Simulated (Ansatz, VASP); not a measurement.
**SiC in VASP and in Ansatz**

```xyz
8
Lattice="-3.0941 0.0000 0.0000 -1.5471 -2.6796 0.0000 -1.1603 -0.6699 10.1293" Properties=species:S:1:pos:R:3 pbc="T T T"
Si   -3.0941   -1.7864    6.0173
Si   -1.5471   -0.8932    0.9526
Si   -4.6412   -2.6796    3.4855
Si   -4.6412   -2.6796    8.5502
C    -3.0941   -1.7864    4.1126
C    -1.5471   -0.8932    9.1773
C     0.0000    0.0000    1.5867
C     0.0000    0.0000    6.6514
```

Alike in both runs: task single point; functional PBE; k mesh 10 × 10 × 3; occupations gaussian, width 0.05 eV; no spin polarisation.

|  | VASP | Ansatz |
| --- | --- | --- |
| version | VASP 6.6.1 | Ansatz 0.2.0 |
| potentials or method | VASP PAW PBE potentials, release 64 (Si, C), cutoff 520 eV | scalar-relativistic, plane waves, PAW |
| valence electrons in the cell | 32 | 32 |

|  | VASP | Ansatz | Ansatz less VASP |
| --- | --- | --- | --- |
| gap on the k mesh at the Fermi level (eV) | 0.63 | 0.63 | +0.005 |
| least direct gap on the mesh (eV) | 1.22 | 1.22 | +0.006 |
| pressure (GPa) | -0.4 | -0.4 | +0.03 |
| traceless stress, the component that is largest in VASP (GPa) | 11.23 | 11.20 | -0.032 |
| rms of the force components (eV/Å) | 0.666 | 0.666 | +0.0001 |

Atom by atom the forces differ by 0.004 eV/Å (rms over components). The functional is the same, so the differences come from potentials, cutoffs and numerics.
